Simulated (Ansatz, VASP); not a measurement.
## One calculation of CdTe, two programs

File POSCAR:

```
CdTe
1.0
    0.0000000000      3.2799551162      3.1815564627
    3.2799551162      0.0000000000      3.1815564627
    3.2799551162      3.2799551162      0.0000000000
Cd Te
1 1
Direct
    0.0000000000      0.0000000000      0.0000000000
    0.2500000000      0.2500000000      0.2500000000
```

The input INCAR.step1:

```
SYSTEM = CdTe
  ALGO = Normal
  EDIFF = 1E-4
  ENCUT = 520
  GGA = PE
  GGA_COMPAT = .False.
  ISMEAR = -1
  LASPH = .True.
  LCHARG = .False.
  LREAL = .False.
  LSORBIT = .True.
  LWAVE = .True.
  MAGMOM = 0 0 0 0 0 0
  NBANDS = 30
  NELM = 150
  PREC = Accurate
  SIGMA = 0.02
```

The input INCAR.step2:

```
SYSTEM = CdTe
  ALGO = Normal
  EDIFF = 1E-6
  ENCUT = 520
  GGA_COMPAT = .False.
  ISIF = 2
  ISMEAR = -1
  ISTART = 1
  LASPH = .True.
  LCHARG = .False.
  LMIXTAU = .True.
  LORBIT = 11
  LORBMOM = .True.
  LREAL = .False.
  LSORBIT = .True.
  LWAVE = .False.
  MAGMOM = 0 0 0 0 0 0
  METAGGA = R2SCAN
  NBANDS = 30
  NELM = 150
  PREC = Accurate
  SIGMA = 0.02
```

File KPOINTS:

```
k-points
0
Gamma
  6 6 6
  0 0 0
```

Input for Ansatz:

```yaml
crystal:
  lattice:
    - [0.0, 3.2799551162, 3.1815564627]
    - [3.2799551162, 0.0, 3.1815564627]
    - [3.2799551162, 3.2799551162, 0.0]
  atoms:
    - { symbol: Cd, position: [0.0, 0.0, 0.0] }
    - { symbol: Te, position: [0.25, 0.25, 0.25] }
kpoints:
  mp_grid: { grid: [6, 6, 6] }
  band_path:
    path:
      - [0.0, 0.0, 0.0]
      - [-0.5, -0.5, 0.0]
      - [-0.375, -0.375, 0.25]
      - [-0.375, 0.0, 0.375]
      - [0.0, 0.0, 0.5]
      - [-0.5, -0.25, 0.25]
    npoints: 1
hamiltonian:
  xc: r2scan
scf:
  occupations: { method: fermi_dirac, width: 0.02 }
  n_extra_bands: 8
magnetization:
  noncollinear: true
  spin_orbit: true
output:
  forces: true
  stress: true
  eigenvalues: true
```

Change from the starting cell: uniaxial_z strain -3.0%.

Alike in both runs: task single point; functional r2SCAN; k mesh 6 × 6 × 6; occupations fermi-dirac, width 0.02 eV; non-collinear spin, spin-orbit coupling.

```csv
,VASP,Ansatz
version,VASP 6.6.1,Ansatz 0.2.0
potentials or method,"VASP PAW PBE potentials, release 64 (Cd, Te)","plane waves, PAW"
plane-wave cutoff (eV),520,500
valence electrons in the cell,18,36
```

Ansatz gave:

| Item | Value |
| --- | --- |
| pressure (GPa) | 1.3 |
| traceless stress, the component that is largest in VASP (GPa) | 0.30 |

Question: Estimate VASP's values.

Answer: Pressure (GPa): 1.4; traceless stress, the component that is largest in VASP (GPa): 0.30.

VASP's potentials were made for PBE, not for r2SCAN. VASP's potentials hold 18 valence electrons a cell and Ansatz's 36, so a difference there can come from the potentials and not from the codes.
